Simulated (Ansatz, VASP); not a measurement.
# One calculation of Na, two programs

Contents of INCAR:

```
PREC = Accurate ; ENCUT = 520
EDIFF = 1E-6 ; ISMEAR = -1
SIGMA = 0.05 ; LREAL = False
LASPH = True ; NELM = 80
ALGO = Normal ; ISIF = 2
LWAVE = False ; LCHARG = False
GGA = PE ; NBANDS = 14
```

KPOINTS

```
regular mesh
0
Gamma
  9 9 9
```

File POSCAR:

```
Na
1.0
    0.0000000000      3.6793239922      3.6793239922
    3.6793239922      0.0000000000      3.6793239922
    3.6793239922      3.6793239922      0.0000000000
Na
2
Direct
   -0.1250000000     -0.1250000000     -0.1250000000
    0.1250000000      0.1250000000      0.1250000000
```

Input for Ansatz:

```yaml
crystal:
  lattice:
    - [0.0, 3.6793239922, 3.6793239922]
    - [3.6793239922, 0.0, 3.6793239922]
    - [3.6793239922, 3.6793239922, 0.0]
  atoms:
    - { symbol: Na, position: [-0.125, -0.125, -0.125] }
    - { symbol: Na, position: [0.125, 0.125, 0.125] }
kpoints:
  mp_grid: { grid: [9, 9, 9] }
scf:
  occupations: { method: fermi_dirac, width: 0.05 }
hamiltonian:
  xc: pbe
  pseudopotentials: { kind: paw }
output:
  forces: true
  stress: true
  eigenvalues: true
  populations: true
```

Change from the starting cell: volume scaled by 0.92, PAW files.

Alike in both runs: task single point; functional PBE; k mesh 9 × 9 × 9; occupations fermi-dirac, width 0.05 eV; no spin polarisation.

|  | VASP | Ansatz |
| --- | --- | --- |
| version | VASP 6.6.1 | Ansatz 0.2.0 |
| potentials or method | VASP PAW PBE potentials, release 64 (Na_pv) | PAW with Ansatz's default frozen-core files, scalar-relativistic |
| plane-wave cutoff (eV) | 520 | 420 |
| valence electrons in the cell | 14 | 18 |

```tsv
	VASP	Ansatz	Ansatz less VASP
pressure (GPa)	0.3	0.3	0.00
```

With one functional, cell and mesh, what is left measures potentials, basis and numerics. VASP's potentials hold 14 valence electrons a cell and Ansatz's 18, so a difference there can come from the potentials and not from the codes.
